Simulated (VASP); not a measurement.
Be3Te2Se, 6 atoms in the cell. Symmetry: P4mm, No. 99, tetragonal system. The conventional cell has a = 4.158 Å, b = 4.158 Å, c = 8.256 Å, α = 90.00°, β = 90.00°, γ = 90.00°. Within 3.2 Å of Be (site symmetry 2mm) lie 6 Be at 2.43 to 2.94 Å and 4 Te at 2.53 to 2.60 Å. Be (site symmetry 4mm) has 1 Se at 2.03 Å and 4 Be at 2.43 Å and 1 Te at 2.69 Å within 2.7 Å. Within 3.3 Å of Te (site symmetry 4mm) lie 5 Be at 2.53 to 2.69 Å. Te (site symmetry 4mm) has 8 Be at 2.60 to 2.96 Å and 4 Se at 3.41 Å within 3.5 Å. Within 2.7 Å of Se (site symmetry 4mm) lie 1 Be at 2.03 Å. The cell was built from a structure type or drawn by symmetry, and may not be a known phase.

- Program: VASP 6.6.1
- Task: single point
- Functional: PBE
- Potentials or basis: VASP PAW PBE potentials, release 64 (Be, Te, Se)
- Cutoff: 600 eV
- k mesh: 3 × 3 × 2
- Occupations: gaussian, width 0.15 eV
- Spin: no spin polarisation
- Dipole correction: no
- Further INCAR settings: ALGO = Normal; EDIFF = 1e-06; NBANDS = 21

Potentials or basis: VASP PAW PBE potentials, release 64 (Be, Te, Se).

The run is started by

```sh
$ cat potpaw_PBE.64/Be/POTCAR potpaw_PBE.64/Te/POTCAR potpaw_PBE.64/Se/POTCAR > POTCAR
$ mpirun -np 1 vasp_std > vasp.out
```

Hardware: 1 thread of Intel(R) Xeon(R) 6975P-C (Granite Rapids), with other jobs on the host.

Q: Estimate the wall time of this run.

A: Wall time 17 s on 1 thread of Intel(R) Xeon(R) 6975P-C (Granite Rapids), with other jobs on the host, peak memory 0.28 GiB. Counts: scf iterations 16, k points 6.
